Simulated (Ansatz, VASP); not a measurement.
**Two plane-wave programs on Mg4O**

```xyz
5
Lattice="4.2255 0.0000 0.0000 0.0000 4.2255 0.0000 0.0000 0.0000 4.2255" Properties=species:S:1:pos:R:3 pbc="T T T"
Mg    2.1127    0.0000    0.0000
Mg    0.0000    2.1127    0.0000
Mg    0.0000    0.0000    2.1127
Mg    2.1127    2.1127    2.1127
O     0.0000    0.0000    0.0000
```

Change from the starting cell: species swapped into the Co4N type (Pm-3m, No. 221).

Alike in both runs: task single point; functional PBE; k mesh 4 × 4 × 4; occupations gaussian, width 0.1 eV; no spin polarisation.

|  | VASP | Ansatz |
| --- | --- | --- |
| version | VASP 6.6.1 | Ansatz 0.2.0 |
| potentials or method | VASP PAW PBE potentials, release 64 (Mg, O), cutoff 520 eV | scalar-relativistic, plane waves, PAW |
| valence electrons in the cell | 14 | 46 |

Ansatz gave:

| Quantity | Value |
| --- | --- |
| gap on the k mesh at the Fermi level (eV) | none |
| pressure (GPa) | 10.6 |

Question: What did VASP give for the same quantities?

Answer: gap on the k mesh at the Fermi level (eV): none; pressure (GPa): 10.3.

A gap of «none» marks a metal or a gap that the smearing closes. VASP's potentials hold 14 valence electrons a cell and Ansatz's 46, so a difference there can come from the potentials and not from the codes.

The k mesh is coarse, so the values compare programs but aren't converged.
